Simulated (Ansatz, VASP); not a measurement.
## Two plane-wave programs on H4C3O2

```
CELL_PARAMETERS angstrom
8.66772 0.00000 0.00000
0.00000 8.66772 0.00000
0.00000 0.00000 8.66772
ATOMIC_POSITIONS crystal
C 0.47727 0.99310 0.94894
C 0.55916 0.23208 0.46266
C 0.93765 0.46037 0.10464
C 0.91118 0.39410 0.66398
C 0.50550 0.67115 0.27253
C 0.36142 0.72425 0.26564
C 0.90855 0.94411 0.89654
C 0.95257 0.86707 0.77087
C 0.18646 0.05092 0.53719
C 0.12964 0.11043 0.40743
C 0.35876 0.43075 0.89715
C 0.51026 0.40427 0.90846
O 0.49749 0.04113 0.07374
O 0.45715 0.94503 0.82402
O 0.65208 0.13393 0.46339
O 0.46711 0.33080 0.46189
O 0.84506 0.54469 0.05403
O 0.03003 0.37620 0.15574
O 0.98378 0.34327 0.76600
O 0.83862 0.44549 0.56221
H 0.56811 0.66353 0.38156
H 0.56620 0.63233 0.16939
H 0.30183 0.76709 0.36799
H 0.29760 0.72736 0.15680
H 0.96971 0.93404 0.00604
H 0.80926 0.02167 0.89508
H 0.05369 0.79187 0.77216
H 0.89139 0.87796 0.66149
H 0.20453 0.12240 0.63920
H 0.21626 0.92902 0.54755
H 0.10593 0.23320 0.39569
H 0.10431 0.03987 0.30635
H 0.31195 0.50982 0.81073
H 0.27610 0.37498 0.97391
H 0.59308 0.46204 0.83333
H 0.55678 0.32562 0.99523
```

Alike in both runs: functional PBE; k mesh 1 × 1 × 1; occupations fermi-dirac, width 0.05 eV; no spin polarisation.

Ansatz relaxed the structure, and its values are those at the end. VASP's run is a single point on that final structure, the one shown.

|  | VASP | Ansatz |
| --- | --- | --- |
| version | VASP 6.6.1 | Ansatz 0.2.0 |
| potentials or method | VASP PAW PBE potentials, release 64 (C, O, H), cutoff 520 eV | scalar-relativistic, plane waves, PAW |
| valence electrons in the cell | 112 | 112 |

Ansatz gave:

```
rms of the force components (eV/Å) : 0.059
```

Problem. What did VASP give for the same quantities?

Solution. rms of the force components (eV/Å): 0.147.

One of these differences is far larger than is usual between the two programs; its cause wasn't traced.

Noted on VASP's run: the standard files for N, O and F lose accuracy on very short bonds.
